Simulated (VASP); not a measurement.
# CaO (Pm-3m) in VASP: single point with r2SCAN

Aim: the single point of CaO with r2SCAN.

Program: VASP 6.6.1. These are calculated values, not measurements. Logs are shortened: lines on timing, memory, paths and dates and some standing lists are left out, and cuts for length are marked.

### Step 1. The cell of the first run

The structure is cubic, space group Pm-3m (No. 221). The conventional cell has a = 3.086 Å, b = 3.086 Å, c = 3.086 Å, α = 90.00°, β = 90.00°, γ = 90.00°. Ca (site symmetry m-3m) has 8 O at 2.67 Å and 6 Ca at 3.09 Å within 3.5 Å. O (site symmetry m-3m) has 8 Ca at 2.67 Å and 6 O at 3.09 Å within 3.5 Å.

### Step 2. Single point, r2SCAN

POSCAR reads:

```
CaO
1.0
   -1.0285155504      2.0570311008      2.0570311008
    2.0570311008     -1.0285155504      2.0570311008
    2.0570311008      2.0570311008     -1.0285155504
Ca O
1 1
Direct
    0.0000000000      0.0000000000      0.0000000000
    0.5000000000      0.5000000000      0.5000000000
```

INCAR.step1 reads:

```
PREC = Accurate
ENCUT = 520
ISMEAR = 0
SIGMA = 0.05
LREAL = F
LASPH = T
NELM = 100
NBANDS = 15
GGA = PE
ALGO = Normal
EDIFF = 1E-4
LWAVE = T
LCHARG = F
```

INCAR.step2 reads:

```
PREC = Accurate
ENCUT = 520
EDIFF = 1E-6
ISMEAR = 0
SIGMA = 0.05
LREAL = F
LASPH = T
NELM = 100
ALGO = Normal
ISIF = 2
LWAVE = F
LCHARG = F
METAGGA = R2SCAN
LMIXTAU = T
NBANDS = 15
ISTART = 1
```

KPOINTS reads:

```
Automatic mesh
0
Gamma
  10 10 10
```

Potentials or basis: VASP PAW PBE potentials, release 64 (Ca_sv, O).

Started as:

```console
$ cat potpaw_PBE.64/Ca_sv/POTCAR potpaw_PBE.64/O/POTCAR > POTCAR
$ cp INCAR.step1 INCAR
$ mpirun -np 1 vasp_std > vasp.out
$ cp INCAR.step2 INCAR
$ mpirun -np 1 vasp_std > vasp.out
```

OUTCAR:

```text
PREC = Accurate
   ENCUT = 520
   EDIFF = 1E-6
   ISMEAR = 0
   LREAL = F
   LASPH = T
   NELM = 100
   ISIF = 2
   METAGGA = R2SCAN
   ISTART = 1

 ion  position               nearest neighbor table
   1  0.000  0.000  0.000-
   2  0.500  0.500  0.500-

  LATTYP: Found a simple cubic cell.
 ALAT       =     3.0855466512

  Lattice vectors:

 A1 = (  -1.0285155504,   2.0570311008,   2.0570311008)
 A2 = (   2.0570311008,  -1.0285155504,   2.0570311008)
 A3 = (   2.0570311008,   2.0570311008,  -1.0285155504)

Analysis of symmetry for initial positions (statically):
=====================================================================
 Subroutine PRICEL returns:
 Original cell was already a primitive cell.

 Routine SETGRP: Setting up the symmetry group for a
 simple cubic supercell.

 Subroutine GETGRP returns: Found 48 space group operations
 (whereof 48 operations were pure point group operations)
 out of a pool of 48 trial point group operations.

The static configuration has the point symmetry O_h .

Analysis of symmetry for dynamics (positions and initial velocities):
=====================================================================
 Subroutine PRICEL returns:
 Original cell was already a primitive cell.

 Routine SETGRP: Setting up the symmetry group for a
 simple cubic supercell.

 Subroutine GETGRP returns: Found 48 space group operations
 (whereof 48 operations were pure point group operations)
 out of a pool of 48 trial point group operations.

The dynamic configuration has the point symmetry O_h .

 Subroutine INISYM returns: Found 48 space group operations
 (whereof 48 operations are pure point group operations),
 and found     1 'primitive' translations

----------------------------------------------------------------------------------------

                                     Primitive cell

  volume of cell :      29.3762

  direct lattice vectors                    reciprocal lattice vectors
    -1.028515550  2.057031101  2.057031101    -0.108030560  0.216061120  0.216061120
     2.057031101 -1.028515550  2.057031101     0.216061120 -0.108030560  0.216061120
     2.057031101  2.057031101 -1.028515550     0.216061120  0.216061120 -0.108030560

  length of vectors
     3.085546651  3.085546651  3.085546651     0.324091681  0.324091681  0.324091681

  position of ions in fractional coordinates (direct lattice)
     0.000000000  0.000000000  0.000000000
     0.500000000  0.500000000  0.500000000

  ion indices of the primitive-cell ions
   primitive index   ion index
                 1           1
                 2           2

----------------------------------------------------------------------------------------

 KPOINTS: Automatic mesh

Automatic generation of k-mesh.
 Grid dimensions read from file:
 generate k-points for:   10   10   10

 Generating k-lattice:

  Cartesian coordinates                     Fractional coordinates (reciprocal lattice)
    -0.010803056  0.021606112  0.021606112     0.100000000  0.000000000  0.000000000
     0.021606112 -0.010803056  0.021606112     0.000000000  0.100000000  0.000000000
     0.021606112  0.021606112 -0.010803056     0.000000000  0.000000000  0.100000000

  Length of vectors
     0.032409168  0.032409168  0.032409168

  Shift w.r.t. Gamma in fractional coordinates (k-lattice)
     0.000000000  0.000000000  0.000000000

 Subroutine IBZKPT returns following result:
 ===========================================

 Found     56 irreducible k-points:

 Following reciprocal coordinates:
            Coordinates               Weight
  0.000000  0.000000  0.000000      1.000000
  0.100000  0.000000  0.000000      6.000000
  0.200000  0.000000  0.000000      6.000000
  0.300000  0.000000  0.000000      6.000000
  0.400000  0.000000  0.000000      6.000000
  0.500000  0.000000  0.000000      3.000000
[... 16 lines left out ...]
  0.200000  0.100000  0.100000     24.000000
  0.300000  0.100000  0.100000     24.000000
 [... further k-points ...]
   k-points           NKPTS =     56   k-points in BZ     NKDIM =     56   number of bands    NBANDS=     15
   number of dos      NEDOS =    301   number of ions     NIONS =      2
   total plane-waves  NPLWV =  13824
   dimension x,y,z NGX =    24 NGY =   24 NGZ =   24
   dimension x,y,z NGXF=    48 NGYF=   48 NGZF=   48
   ions per type =               1   1
   NGX,Y,Z   is equivalent  to a cutoff of  12.93, 12.93, 12.93 a.u.
   NGXF,Y,Z  is equivalent  to a cutoff of  25.86, 25.86, 25.86 a.u.
 SYSTEM =  unknown system
   PREC   = accura    normal or accurate (medium, high low for compatibility)
   ISTART =      1    job   : 0-new  1-cont  2-samecut
   ICHARG =      0    charge: 1-file 2-atom 10-const
   ISPIN  =      1    spin polarized calculation?
   LNONCOLLINEAR =      F non collinear calculations
   LSORBIT =      F    spin-orbit coupling
   LASPH  =      T    aspherical Exc in radial PAW
   ENCUT  =  520.0 eV  38.22 Ry    6.18 a.u.   5.74  5.74  5.74*2*pi/ulx,y,z
   NELM   =    100;   NELMIN=  2; NELMDL=  0     # of ELM steps
   EDIFF  = 0.1E-05   stopping-criterion for ELM
   LREAL  =      F    real-space projection
[... 7 lines left out ...]
   TEBEG  =    0.0;   TEEND  =   0.0 temperature during run
   PSTRESS=    0.0 pullay stress
   NELECT =      16.0000    total number of electrons
   NUPDOWN=      -1.0000    fix difference up-down
   EMIN   =  10.00;   EMAX   =-10.00  energy-range for DOS
   EFERMI =   0.00;   METHOD = LEGACY
   ISMEAR =     0;   SIGMA  =   0.05  broadening in eV -4-tet -1-fermi 0-gaus
   EFERMI_NEDOS =   21; number of points for ismear=-14 and -15
   IALGO  =     38    algorithm
   IMIX   =      4    mixing-type and parameters
     AMIX     =   0.40;   BMIX     =  1.00
     AMIX_MAG =   1.60;   BMIX_MAG =  1.00
  volume/ion in A,a.u.               =      14.69        99.12
  Fermi-wavevector in a.u.,A,eV,Ry     =   1.336953  2.526474 24.319632  1.787443
  Thomas-Fermi vector in A             =   2.465539
   LORBIT       =      0    0 simple, 1 ext, 2 COOP (PROOUT), +10 PAW based schemes
   METAGGA = R2SCAN    functional components
   LHFCALC =     F    Hartree Fock is set to
   AEXX    =    0.0000 exact exchange contribution
   IVDW    =     0    specifies the selected vdW correction
   LEPSILON=     F    determine dielectric tensor
   LRPA    =     F    only Hartree local field effects (RPA)
 non-spin polarized calculation
 Gauss-broadening in eV      SIGMA  =   0.05
  energy-cutoff  :      520.00
  volume of cell :       29.38
 maximum number of plane-waves:       840
 NGX is ok and might be reduce to    24
   NGX = 11   NGY = 11   NGZ = 11

 number of electron      16.0000010 magnetization

 Free energy of the ion-electron system (eV)
  ---------------------------------------------------
  ext. energy  EPLUGINS =         0.00000000
  ---------------------------------------------------
  free energy    TOTEN  =       -18.26333607 eV

  energy without entropy =      -18.26333607  energy(sigma->0) =      -18.26333607

 E-fermi :   3.0143     XC(G=0): -10.9032

 val. band max:        2.7517766970   @ k =   0.5000   0.5000   0.0000
 cond. band min:       6.0141904149   @ k =   0.0000   0.0000   0.0000
 fundamental gap:      3.2624137179
 Fermi energy:         3.0142770049

 k-point     1 :       0.0000    0.0000    0.0000
  band No.  band energies     occupation
      1     -38.6126      2.00000
      2     -18.3983      2.00000
      3     -18.3983      2.00000
      4     -18.3983      2.00000
      5     -14.1451      2.00000
      6       2.4372      2.00000
      7       2.4372      2.00000
      8       2.4372      2.00000
      9       6.0142      0.00000
     10       6.0142      0.00000
     11       6.9097      0.00000
     12      10.7358      0.00000
     13      10.7358      0.00000
     14      10.7358      0.00000
     15      20.9856      0.00000

 k-point     2 :       0.1000    0.0000    0.0000
  band No.  band energies     occupation
      1     -38.6048      2.00000
      2     -18.4859      2.00000
      3     -18.3919      2.00000
      4     -18.3919      2.00000
      5     -14.0749      2.00000
      6       2.0027      2.00000
      7       2.4107      2.00000
      8       2.4107      2.00000
      9       6.0804      0.00000
     10       6.3577      0.00000
     11       7.3247      0.00000
     12      10.6947      0.00000
     13      10.6947      0.00000
     14      10.7570      0.00000
     15      20.4966      0.00000

 k-point     3 :       0.2000    0.0000    0.0000
  band No.  band energies     occupation
      1     -38.5843      2.00000
      2     -18.7043      2.00000
      3     -18.3749      2.00000
      4     -18.3749      2.00000
      5     -13.8970      2.00000
      6       1.1193      2.00000
      7       2.3397      2.00000
      8       2.3397      2.00000
      9       6.2619      0.00000
     10       7.2043      0.00000
     11       8.2876      0.00000
     12      10.6005      0.00000
     13      10.6005      0.00000
     14      10.8132      0.00000
     15      19.2854      0.00000

 k-point     4 :       0.3000    0.0000    0.0000
  band No.  band energies     occupation
      1     -38.5588      2.00000
      2     -18.9568      2.00000
      3     -18.3537      2.00000
      4     -18.3537      2.00000
      5     -13.6866      2.00000
      6       0.2679      2.00000
      7       2.2489      2.00000
      8       2.2489      2.00000
      9       6.5047      0.00000
     10       8.2846      0.00000
     11       9.4443      0.00000
     12      10.5083      0.00000
     13      10.5083      0.00000
     14      10.8840      0.00000
     15      17.7032      0.00000
[... 307 lines left out ...]
 k-point    22 :       0.1000    0.1000    0.1000
  band No.  band energies     occupation
      1     -38.5894      2.00000
      2     -18.5107      2.00000
      3     -18.4469      2.00000
      4     -18.4469      2.00000
      5     -13.9583      2.00000
      6       1.7954      2.00000
      7       2.1354      2.00000
      8       2.1354      2.00000
      9       6.6025      0.00000
     10       6.6025      0.00000
     11       7.9242      0.00000
     12      10.5418      0.00000
     13      10.5418      0.00000
     14      10.9009      0.00000
     15      20.1266      0.00000

 k-point    23 :       0.2000    0.1000    0.1000
  band No.  band energies     occupation
      1     -38.5692      2.00000
      2     -18.6858      2.00000
      3     -18.4525      2.00000
      4     -18.4288      2.00000
      5     -13.8204      2.00000
      6       1.1644      2.00000
      7       2.0638      2.00000
      8       2.0758      2.00000
      9       6.7195      0.00000
     10       7.4131      0.00000
     11       8.5496      0.00000
     12      10.4294      0.00000
     13      10.4596      0.00000
     14      10.9484      0.00000
     15      19.3030      0.00000

 k-point    24 :       0.3000    0.1000    0.1000
  band No.  band energies     occupation
      1     -38.5440      2.00000
      2     -18.9226      2.00000
      3     -18.4250      2.00000
      4     -18.4064      2.00000
      5     -13.6573      2.00000
      6       0.4135      2.00000
      7       1.9970      2.00000
      8       2.1118      2.00000
      9       6.8778      0.00000
     10       8.4205      0.00000
     11       9.0967      0.00000
     12      10.3842      0.00000
     13      10.5419      0.00000
     14      11.0722      0.00000
     15      17.7983      0.00000

 [... further k-points ...]

------------------------ aborting loop because EDIFF is reached ----------------------------------------

  FORCE on cell =-STRESS in cart. coord.  units (eV):
  Direction    XX          YY          ZZ          XY          YZ          ZX
  --------------------------------------------------------------------------------------
  -------------------------------------------------------------------------------------
  Total       -2.6688162     -2.6688162     -2.6688162     -0.0000000     -0.0000000      0.0000000
  in kB     -145.5569327   -145.5569327   -145.5569327     -0.0000000     -0.0000000      0.0000000
  external PRESSURE =    -145.5569327 kB  Pullay stress =       0.0000000 kB

 VOLUME and BASIS-vectors are now :
 -----------------------------------------------------------------------------
  energy-cutoff  :      520.00
  volume of cell :       29.38
      direct lattice vectors                 reciprocal lattice vectors
    -1.028515550  2.057031101  2.057031101    -0.108030560  0.216061120  0.216061120
     2.057031101 -1.028515550  2.057031101     0.216061120 -0.108030560  0.216061120
     2.057031101  2.057031101 -1.028515550     0.216061120  0.216061120 -0.108030560

 POSITION                                       TOTAL-FORCE (eV/Angst)
 -----------------------------------------------------------------------------------
      0.00000      0.00000      0.00000        -0.000000      0.000000     -0.000000
      1.54277      1.54277      1.54277         0.000000     -0.000000      0.000000
 -----------------------------------------------------------------------------------
    total drift:                               -0.000000     -0.000000      0.000000

  FREE ENERGIE OF THE ION-ELECTRON SYSTEM (eV)
  ---------------------------------------------------
  free  energy   TOTEN  =       -18.2633360675 eV

  energy  without entropy=      -18.2633360675  energy(sigma->0) =      -18.26333607
```

Run time: 25 s. Hardware: 1 thread of Intel Xeon 6975P-C (Granite Rapids), shared host; peak memory 0.16 GiB.

Results:

* Free energy: -18.2633 eV
* Pressure: -14.6 GPa
* Band gap on the k mesh: 3.26 eV (least direct gap 3.58 eV)

Levels at points of the mesh, in eV from the valence-band top:
| k point | band 4 | band 5 | band 6 | band 7 | band 8 | band 9 | band 10 | band 11 | band 12 | band 13 |
| --- | --- | --- | --- | --- | --- | --- | --- | --- | --- | --- |
| (0.00, 0.00, 0.00) | -21.15 | -16.90 | -0.31 | -0.31 | -0.31 | 3.26 | 3.26 | 4.16 | 7.98 | 7.98 |
| (0.50, 0.00, 0.00) | -21.08 | -16.21 | -3.28 | -0.61 | -0.61 | 4.05 | 6.70 | 7.68 | 7.68 | 8.21 |
| (0.50, 0.50, 0.00) | -21.02 | -16.37 | -1.95 | -1.95 | 0.00 | 4.04 | 4.73 | 6.51 | 6.51 | 9.07 |
| (0.50, 0.50, 0.50) | -21.60 | -16.03 | -2.73 | -2.73 | -2.73 | 7.43 | 7.43 | 7.43 | 9.17 | 9.17 |

Caveat: the cell stands under tension; the PAW data sets were made with another functional, which shifts forces and pressure a little. A k mesh can miss the band edges.
